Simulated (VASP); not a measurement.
A run of VASP 6.6.1:

INCAR

```
SYSTEM = TlBr
PREC     = Accurate       ! precision mode
ENCUT    = 500            ! plane-wave cutoff, eV
EDIFF    = 1E-6           ! SCF threshold, eV
ISMEAR   = -1             ! smearing method
SIGMA    = 0.08           ! smearing width, eV
LREAL    = .FALSE.        ! projectors in reciprocal space
LASPH    = .TRUE.         ! aspherical terms in the spheres
NELM     = 120            ! most SCF steps
ALGO     = Normal         ! electronic algorithm
ISIF     = 2              ! what is computed and relaxed
LWAVE    = .FALSE.        ! write WAVECAR
LCHARG   = .FALSE.        ! write CHGCAR
GGA      = PE             ! functional
NBANDS   = 17             ! bands
GGA_COMPAT= .FALSE.
```

Contents of KPOINTS:

```
regular mesh
0
G
  12 12 12
  0 0 0
```

POSCAR

```
TlBr
1.0
    2.9854158124      0.0000000000      0.0000000000
    0.0000000000      2.9854158124      0.0000000000
    0.0000000000      0.0000000000      2.9854158124
Tl Br
1 1
Direct
    0.0000000000      0.0000000000      0.0000000000
    0.5000000000      0.5000000000      0.5000000000
```

Potentials or basis: VASP PAW PBE potentials, release 64 (Tl_d, Br).

Launch:

```console
$ cat potpaw_PBE.64/Tl_d/POTCAR potpaw_PBE.64/Br/POTCAR > POTCAR
$ mpirun -np 1 vasp_std > vasp.out
```

Hardware: 1 thread of Intel(R) Xeon(R) 6975P-C (Granite Rapids), with other jobs on the host.

**Question.** How long does it take, and how much memory?

**Answer.** It took 8.5 s on 1 thread of Intel(R) Xeon(R) 6975P-C (Granite Rapids), on a shared host, peak memory 0.16 GiB. Counts: scf iterations 11, k points 84.
